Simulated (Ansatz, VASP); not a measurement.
One calculation of Li2Se, two programs

The input INCAR:

```
PREC     = Accurate       # precision mode
ENCUT    = 650            # plane-wave cutoff, eV
EDIFF    = 1E-8           # SCF threshold, eV
ISMEAR   = -1             # smearing method
SIGMA    = 0.03           # smearing width, eV
LREAL    = F              # projectors in reciprocal space
LASPH    = T              # aspherical terms in the spheres
NELM     = 120            # most SCF steps
ALGO     = Normal         # electronic algorithm
ISIF     = 2              # what is computed and relaxed
LWAVE    = F              # write WAVECAR
LCHARG   = F              # write CHGCAR
GGA      = CA             # functional
LEFG     = T            
NBANDS   = 13             # bands
GGA_COMPAT= F
```

Contents of KPOINTS:

```
Automatic mesh
0
Gamma
  9 9 9
```

Contents of POSCAR:

```
Li2Se
1.0
    0.0000000000      3.0124751563      3.0124751563
    3.0124751563      0.0000000000      3.0124751563
    3.0124751563      3.0124751563      0.0000000000
Li Se
2 1
Direct
    0.2500000000      0.2500000000      0.2500000000
    0.7500000000      0.7500000000      0.7500000000
    0.0000000000      0.0000000000      0.0000000000
```

Input for Ansatz:

```yaml
crystal:
  lattice:
    - [0.0, 3.0124751563, 3.0124751563]
    - [3.0124751563, 0.0, 3.0124751563]
    - [3.0124751563, 3.0124751563, 0.0]
  atoms:
    - { symbol: Li, position: [0.25, 0.25, 0.25] }
    - { symbol: Li, position: [0.75, 0.75, 0.75] }
    - { symbol: Se, position: [0.0, 0.0, 0.0] }
kpoints:
  mp_grid: { grid: [9, 9, 9] }
scf:
  occupations: { method: fermi_dirac, width: 0.03 }
hamiltonian:
  xc: lda
  pseudopotentials: { kind: all_electron, datasets: crystal }
output:
  forces: true
  stress: true
  eigenvalues: true
  efg: { contact_densities: true }
```

Change from the starting cell: volume scaled by 1.01, crystal datasets.

Alike in both runs: task electric field gradients; functional LDA; k mesh 9 × 9 × 9; occupations fermi-dirac, width 0.03 eV; no spin polarisation.

|  | VASP | Ansatz |
| --- | --- | --- |
| version | VASP 6.6.1 | Ansatz 0.2.0 |
| potentials or method | VASP PAW LDA potentials, release 64 (Li_sv, Se), cutoff 650 eV | all-electron PAW with datasets made for the crystal, scalar-relativistic |

```csv
,VASP,Ansatz,Ansatz less VASP
gap on the k mesh at the Fermi level (eV),2.90,2.90,+0.005
pressure (GPa),-2.9,-2.9,+0.08
```

LDA's correlation is that of Perdew and Zunger in VASP and of Perdew and Wang (1992) in Ansatz. Ansatz ran all-electron here, and VASP with PAW potentials.
